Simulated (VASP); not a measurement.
Set up this calculation in VASP 6.6.1, as the native input.

* Task: single point
* Functional: PBEsol
* Potentials or basis: VASP PAW PBE potentials, release 64 (Mn_pv, Mg, S)
* Cutoff: 520 eV
* k mesh: 3 × 3 × 3
* Occupations: gaussian, width 0.05 eV
* Spin: collinear spin, zero start
* Starting moments: [0.0, 0.0, 0.0, 0.0, 0.0, 0.0, 0.0, 0.0, 0.0, 0.0, 0.0, 0.0, 0.0, 0.0, 0.0, 0.0] μB
* Fixed moment: 0 μB
* Hubbard terms: Mn d U = 3.5 eV
* Dipole correction: no
* Further INCAR settings: LREAL = Auto; ALGO = Normal; EDIFF = 1e-06; NBANDS = 56

The structure of Mg7MnS8 lies in POSCAR:

```
Mg7MnS8
1.0
    0.0000000000      5.2033000000      5.2033000000
    5.2033000000      0.0000000000      5.2033000000
    5.2033000000      5.2033000000      0.0000000000
Mn Mg S
1 7 8
Direct
    0.0000000000      0.0000000000      0.0000000000
    0.0000000000      0.0000000000      0.5000000000
    0.0000000000      0.5000000000      0.0000000000
    0.0000000000      0.5000000000      0.5000000000
    0.5000000000      0.0000000000      0.0000000000
    0.5000000000      0.0000000000      0.5000000000
    0.5000000000      0.5000000000      0.0000000000
    0.5000000000      0.5000000000      0.5000000000
    0.2500000000      0.2500000000      0.2500000000
    0.2500000000      0.2500000000      0.7500000000
    0.2500000000      0.7500000000      0.2500000000
    0.2500000000      0.7500000000      0.7500000000
    0.7500000000      0.2500000000      0.2500000000
    0.7500000000      0.2500000000      0.7500000000
    0.7500000000      0.7500000000      0.2500000000
    0.7500000000      0.7500000000      0.7500000000
```

One way to write it, as run:

INCAR

```
ALGO = Normal
EDIFF = 1E-6
ENCUT = 520
GGA = PS
ISIF = 2
ISMEAR = 0
ISPIN = 2
LASPH = T
LCHARG = F
LDAU = T
LDAUJ = 0 0 0
LDAUL = 2 -1 -1
LDAUPRINT = 1
LDAUTYPE = 2
LDAUU = 3.5 0 0
LMAXMIX = 4
LORBIT = 11
LREAL = Auto
LWAVE = F
MAGMOM = 0 0 0 0 0 0 0 0 0 0 0 0 0 0 0 0
NBANDS = 56
NELM = 150
NUPDOWN = 0.0
PREC = Accurate
SIGMA = 0.05
```

KPOINTS

```
k-points
0
Gamma
  3 3 3
```

Potentials or basis: VASP PAW PBE potentials, release 64 (Mn_pv, Mg, S).

Launch:

```sh
$ cat potpaw_PBE.64/Mn_pv/POTCAR potpaw_PBE.64/Mg/POTCAR potpaw_PBE.64/S/POTCAR > POTCAR
$ mpirun -np 1 vasp_std > vasp.out
```

It gave:

```yaml
Pressure: -3.7 GPa
Net_moment: 0.00 μB per cell
Valence_electrons_inside_the_program's_atomic_spheres: Mn 11.41; Mg 0.30; S 3.79, 3.76
```

Caveat: the PAW data sets were made with another functional, which shifts forces and pressure a little; the total moment is fixed, so each spin has its own Fermi level.

Wall time 4.7 min on 1 thread of Intel(R) Xeon(R) Platinum 8259CL CPU @ 2.50GHz (Skylake/Cascade Lake) (shared host), peak memory 0.58 GiB.
